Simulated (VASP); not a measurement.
# LaHg2 (P-3m1) in VASP: notebook

The runs below take LaHg2 through single point, with LDA.

Everything below comes from runs of VASP 6.6.1. Logs are shortened: lines on timing, memory, paths and dates and some standing lists are left out, and cuts for length are marked.

## 1. The cell of the first run

The structure is trigonal, space group P-3m1 (No. 164). The conventional cell has a = 4.960 Å, b = 4.960 Å, c = 3.650 Å, α = 90.00°, β = 90.00°, γ = 120.00°. Within 4.3 Å of La (site symmetry -3m) lie 12 Hg at 3.30 to 3.50 Å and 2 La at 3.65 Å. Within 3.8 Å of Hg (site symmetry 3m) lie 5 Hg at 2.89 to 3.65 Å and 6 La at 3.30 to 3.50 Å.

## 2. Single point, LDA

The input, INCAR:

```
SYSTEM = LaHg2
PREC     = Accurate       ! precision mode
ENCUT    = 520            ! plane-wave cutoff, eV
EDIFF    = 1E-6           ! SCF threshold, eV
ISMEAR   = -1             ! smearing method
SIGMA    = 0.15           ! smearing width, eV
LREAL    = .FALSE.        ! projectors in reciprocal space
LASPH    = .TRUE.         ! aspherical terms in the spheres
NELM     = 60             ! most SCF steps
ALGO     = Normal         ! electronic algorithm
ISIF     = 2              ! what is computed and relaxed
LWAVE    = .FALSE.        ! write WAVECAR
LCHARG   = .FALSE.        ! write CHGCAR
NBANDS   = 24             ! bands
```

The input, KPOINTS:

```
Automatic mesh
0
G
  5 5 6
  0 0 0
```

The input, POSCAR:

```
LaHg2
1.0
    4.9600000000      0.0000000000      0.0000000000
   -2.4800000000      4.2954860028      0.0000000000
    0.0000000000      0.0000000000      3.6500000000
La Hg
1 2
Direct
    0.0000000000      0.0000000000      0.0000000000
    0.3333333333      0.6666666667      0.4500000000
    0.6666666667      0.3333333333      0.5500000000
```

Potentials or basis: VASP PAW LDA potentials, release 64 (La, Hg).

Launch:

```sh
cat potpaw_LDA.64/La/POTCAR potpaw_LDA.64/Hg/POTCAR > POTCAR
mpirun -np 1 vasp_std > vasp.out
```

OUTCAR:

```text
SYSTEM = LaHg2
   PREC = Accurate
   ENCUT = 520
   EDIFF = 1E-6
   ISMEAR = -1
   LREAL = .FALSE.
   LASPH = .TRUE.
   NELM = 60
   ISIF = 2

 ion  position               nearest neighbor table
   1  0.000  0.000  0.000-   2 3.30   3 3.30   3 3.30   2 3.30   3 3.30   2 3.30   3 3.50   2 3.50
                             3 3.50   2 3.50   3 3.50   2 3.50
   2  0.333  0.667  0.450-   3 2.89   3 2.89   3 2.89   1 3.30   1 3.30   1 3.30   1 3.50   1 3.50
                             1 3.50
   3  0.667  0.333  0.550-   2 2.89   2 2.89   2 2.89   1 3.30   1 3.30   1 3.30   1 3.50   1 3.50
                             1 3.50

  LATTYP: Found a hexagonal cell.
 ALAT       =     4.9600000000
 C/A-ratio  =     0.7358870968

  Lattice vectors:

 A1 = (   4.9600000000,   0.0000000000,   0.0000000000)
 A2 = (  -2.4800000000,   4.2954860028,   0.0000000000)
 A3 = (   0.0000000000,   0.0000000000,   3.6500000000)

Analysis of symmetry for initial positions (statically):
=====================================================================
 Subroutine PRICEL returns:
 Original cell was already a primitive cell.

 Routine SETGRP: Setting up the symmetry group for a
 hexagonal supercell.

 Subroutine GETGRP returns: Found 12 space group operations
 (whereof 12 operations were pure point group operations)
 out of a pool of 24 trial point group operations.

The static configuration has the point symmetry D_3d.

Analysis of symmetry for dynamics (positions and initial velocities):
=====================================================================
 Subroutine PRICEL returns:
 Original cell was already a primitive cell.

 Routine SETGRP: Setting up the symmetry group for a
 hexagonal supercell.

 Subroutine GETGRP returns: Found 12 space group operations
 (whereof 12 operations were pure point group operations)
 out of a pool of 24 trial point group operations.

The dynamic configuration has the point symmetry D_3d.

 Subroutine INISYM returns: Found 12 space group operations
 (whereof 12 operations are pure point group operations),
 and found     1 'primitive' translations

----------------------------------------------------------------------------------------

                                     Primitive cell
[... 85 lines left out ...]
   ICHARG =      2    charge: 1-file 2-atom 10-const
   ISPIN  =      1    spin polarized calculation?
   LNONCOLLINEAR =      F non collinear calculations
   LSORBIT =      F    spin-orbit coupling
   LASPH  =      T    aspherical Exc in radial PAW
   ENCUT  =  520.0 eV  38.22 Ry    6.18 a.u.   9.22  9.22  6.79*2*pi/ulx,y,z
   NELM   =     60;   NELMIN=  2; NELMDL= -5     # of ELM steps
   EDIFF  = 0.1E-05   stopping-criterion for ELM
   LREAL  =      F    real-space projection
   EDIFFG = 0.1E-04   stopping-criterion for IOM
   NSW    =      0    number of steps for IOM
   IBRION =     -1    ionic relax: 0-MD 1-quasi-New 2-CG
   NFREE  =      0    steps in history (QN), initial steepest desc. (CG)
   ISIF   =      2    stress and relaxation
   ISYM   =      2    0-nonsym 1-usesym 2-fastsym
   POTIM  = 0.5000    time-step for ionic-motion
   TEBEG  =    0.0;   TEEND  =   0.0 temperature during run
   PSTRESS=    0.0 pullay stress
   NELECT =      35.0000    total number of electrons
   NUPDOWN=      -1.0000    fix difference up-down
   EMIN   =  10.00;   EMAX   =-10.00  energy-range for DOS
   EFERMI =   0.00;   METHOD = LEGACY
   ISMEAR =    -1;   SIGMA  =   0.15  broadening in eV -4-tet -1-fermi 0-gaus
   EFERMI_NEDOS =   21; number of points for ismear=-14 and -15
   IALGO  =     38    algorithm
   IMIX   =      4    mixing-type and parameters
     AMIX     =   0.40;   BMIX     =  1.00
     AMIX_MAG =   1.60;   BMIX_MAG =  1.00
  volume/ion in A,a.u.               =      25.92       174.93
  Fermi-wavevector in a.u.,A,eV,Ry     =   1.254590  2.370832 21.415524  1.573997
  Thomas-Fermi vector in A             =   2.388388
   LORBIT       =      0    0 simple, 1 ext, 2 COOP (PROOUT), +10 PAW based schemes
   GGA     = CA    functional components
   LHFCALC =     F    Hartree Fock is set to
   AEXX    =    0.0000 exact exchange contribution
   IVDW    =     0    specifies the selected vdW correction
   LEPSILON=     F    determine dielectric tensor
   LRPA    =     F    only Hartree local field effects (RPA)
 non-spin polarized calculation
  energy-cutoff  :      520.00
  volume of cell :       77.77
 maximum number of plane-waves:      2113
 NGX is ok and might be reduce to    40
   NGX = 19   NGY = 19   NGZ = 13

 number of electron      35.0000001 magnetization

 Free energy of the ion-electron system (eV)
  ---------------------------------------------------
  ext. energy  EPLUGINS =         0.00000000
  ---------------------------------------------------
  free energy    TOTEN  =        -9.35814453 eV

  energy without entropy =       -9.18863942  energy(sigma->0) =       -9.27339197

 E-fermi :   5.7093     XC(G=0): -10.9340

 val. band max:        5.6302175394   @ k =   0.2000   0.2000   0.5000
 cond. band min:       5.7857996414   @ k =   0.4000   0.2000   0.3333
 fundamental gap:      0.1555821020
 Fermi energy:         5.7092889753

 k-point     1 :       0.0000    0.0000    0.0000
  band No.  band energies     occupation
      1     -27.1590      2.00000
      2     -10.9358      2.00000
      3     -10.9358      2.00000
      4     -10.4832      2.00000
      5      -2.7539      2.00000
      6      -1.9670      2.00000
[... 637 lines left out ...]
     23       7.3621      0.00003
     24       7.4672      0.00002

------------------------ aborting loop because EDIFF is reached ----------------------------------------

  FORCE on cell =-STRESS in cart. coord.  units (eV):
  Direction    XX          YY          ZZ          XY          YZ          ZX
  --------------------------------------------------------------------------------------
  -------------------------------------------------------------------------------------
  Total       -1.0237327     -1.0237327     -1.5758594      0.0000000     -0.0000000      0.0000000
  in kB      -21.0916382    -21.0916382    -32.4669280      0.0000000     -0.0000000      0.0000000
  external PRESSURE =     -24.8834015 kB  Pullay stress =       0.0000000 kB

 VOLUME and BASIS-vectors are now :
 -----------------------------------------------------------------------------
  energy-cutoff  :      520.00
  volume of cell :       77.77
      direct lattice vectors                 reciprocal lattice vectors
     4.960000000  0.000000000  0.000000000     0.201612903  0.116401264  0.000000000
    -2.480000000  4.295486003  0.000000000     0.000000000  0.232802528  0.000000000
     0.000000000  0.000000000  3.650000000     0.000000000  0.000000000  0.273972603

 POSITION                                       TOTAL-FORCE (eV/Angst)
 -----------------------------------------------------------------------------------
      0.00000      0.00000      0.00000        -0.000000      0.000000      0.000000
     -0.00000      2.86366      1.64250         0.000000      0.000000      0.251671
      2.48000      1.43183      2.00750        -0.000000      0.000000     -0.251671
 -----------------------------------------------------------------------------------
    total drift:                                0.000000     -0.000000      0.000000

  FREE ENERGIE OF THE ION-ELECTRON SYSTEM (eV)
  ---------------------------------------------------
  free  energy   TOTEN  =        -9.3581445341 eV

  energy  without entropy=       -9.1886394158  energy(sigma->0) =       -9.27339197
```

Wall time 35 s (1 thread of Intel Xeon Platinum 8488C (Sapphire Rapids), shared host); peak memory 0.2 GiB.

Results:

```yaml
Free_energy: -9.3581 eV
Pressure: -2.5 GPa
Largest_force: 0.252 eV/Å
```

Forces on the atoms (eV/Å):
```
La   0.000  0.000  0.000
Hg   0.000  0.000  0.252
Hg   0.000  0.000 -0.252
```

Caveat: spin-orbit coupling is left out, which moves the levels of the heavy elements.

## 3. Single point, LDA

The input, INCAR:

```
PREC = Accurate
ENCUT = 500
EDIFF = 1E-6
ISMEAR = -1
SIGMA = 0.15
LREAL = F
LASPH = T
NELM = 200
ALGO = Normal
ISIF = 2
LWAVE = F
LCHARG = T
LELF = T
LVHAR = T
NBANDS = 32
GGA_COMPAT = F
LMAXMIX = 6
```

The input, KPOINTS:

```
regular mesh
0
Gamma
  2 2 2
```

POSCAR is that of step 2.

Potentials or basis: VASP PAW LDA potentials, release 64 (La, Hg_sv_GW).

Launch:

```sh
cat potpaw_LDA.64/La/POTCAR potpaw_LDA.64/Hg_sv_GW/POTCAR > POTCAR
mpirun -np 1 vasp_std > vasp.out
```

Run time: 11 s. Hardware: 1 thread of AMD EPYC 9R45 (Zen 5), shared host; peak memory 0.14 GiB.

Results (log left out):

* Free energy: -9.4914 eV
* Pressure: -4.3 GPa
* Largest force: 0.031 eV/Å

Forces on the atoms (eV/Å):
```
La   0.000  0.000  0.000
Hg   0.000  0.000  0.031
Hg   0.000  0.000 -0.031
```

Stress tensor (GPa, compression positive):
```
-4.43  0.00  0.00
 0.00 -4.43  0.00
 0.00  0.00 -4.14
```

Levels at points of the mesh, in eV from the Fermi level:
```csv
k point,band 22,band 23,band 24,band 25,band 26,band 27,band 28,band 29
"(0.00, 0.00, 0.00)",-6.53,-6.53,-0.73,-0.73,-0.33,0.17,1.67,1.67
"(0.50, 0.00, 0.00)",-6.43,-5.05,-4.92,-0.12,0.20,1.66,1.74,1.85
"(0.00, 0.00, 0.50)",-6.20,-4.78,-2.71,1.14,1.14,1.17,1.17,1.49
"(0.50, 0.00, 0.50)",-6.17,-4.57,-2.68,-1.25,-0.58,0.05,1.69,1.79
```

Caveat: the k points lie up to 0.86 Å⁻¹ apart; spin-orbit coupling is left out, which moves the levels of the heavy elements.

## 4. Single point, LDA

The input, INCAR:

```
ALGO     = Normal         # electronic algorithm
EDIFF    = 1E-6           # SCF threshold, eV
ENCUT    = 500            # plane-wave cutoff, eV
GGA_COMPAT= F            
ISIF     = 2              # what is computed and relaxed
ISMEAR   = -1             # smearing method
LASPH    = T              # aspherical terms in the spheres
LCHARG   = T              # write CHGCAR
LELF     = T              # ELF
LMAXMIX  = 6              # l up to which the mixer works
LREAL    = F              # projectors in reciprocal space
LVHAR    = T            
LWAVE    = F              # write WAVECAR
NBANDS   = 32             # bands
NELM     = 200            # most SCF steps
PREC     = Accurate       # precision mode
SIGMA    = 0.15           # smearing width, eV
```

The input, KPOINTS:

```
k-points
0
Gamma
  3 3 3
```

POSCAR is that of step 3.

Launch:

```sh
cat potpaw_LDA.64/La/POTCAR potpaw_LDA.64/Hg_sv_GW/POTCAR > POTCAR
mpirun -np 1 vasp_std > vasp.out
```

It took 16 s on 1 thread of AMD EPYC 9R14 (Zen 4), shared host; peak memory 0.14 GiB.

It converged, with:

```yaml
Free_energy: -9.1738 eV
Pressure: -2.8 GPa
Largest_force: 0.156 eV/Å
```

Forces in eV/Å, atoms in the order of the input:
```
La   0.000  0.000  0.000
Hg   0.000  0.000  0.156
Hg   0.000  0.000 -0.156
```

Stress tensor (GPa, compression positive):
```
-2.82  0.00  0.00
 0.00 -2.82  0.00
 0.00  0.00 -2.69
```

Levels at points of the mesh, in eV from the Fermi level:
| k point | band 24 | band 25 | band 26 | band 27 | band 28 | band 29 |
| --- | --- | --- | --- | --- | --- | --- |
| (0.00, 0.00, 0.00) | -0.88 | -0.88 | -0.45 | 0.04 | 1.63 | 1.63 |

Caveat: the k points lie up to 0.57 Å⁻¹ apart; spin-orbit coupling is left out, which moves the levels of the heavy elements.

(Part 1 of 2 ends here.)
